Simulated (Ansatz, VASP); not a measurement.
## TaWC2: VASP beside Ansatz

```
W Ta C
1.0
     1.57186    0.90751    4.99959
    -1.57186    0.90751    4.99959
     0.00000   -1.81502    4.99959
W Ta C
1 1 2
Direct
  0.00000 0.00000 0.00000
  0.50000 0.50000 0.50000
  0.25093 0.25093 0.25093
  0.74907 0.74907 0.74907
```

Alike in both runs: functional PBE; k mesh 8 × 8 × 8; occupations fermi-dirac, width 0.05 eV; no spin polarisation.

```csv
,VASP,Ansatz
version,VASP 6.6.1,Ansatz 0.2.0
potentials or method,"VASP PAW PBE potentials, release 64 (W_sv, Ta_pv, C)",Ansatz PAW
plane-wave cutoff (eV),520,420
valence electrons in the cell,33,35
task,single point,band structure
```

```tsv
	VASP	Ansatz	Ansatz less VASP
gap on the k mesh at the Fermi level (eV)	none	none	-
pressure (GPa)	5.3	4.4	-0.83
traceless stress, the component that is largest in VASP (GPa)	6.00	5.97	-0.035
rms of the force components (eV/Å)	0.033	0.029	-0.0039
```

Atom by atom the forces differ by 0.004 eV/Å (rms over components). A gap of «none» marks a metal or a gap that the smearing closes. The functional is the same, so the differences come from potentials, cutoffs and numerics. VASP's potentials hold 33 valence electrons a cell and Ansatz's 35, so a difference there can come from the potentials and not from the codes.

Neither program's run includes spin-orbit coupling.
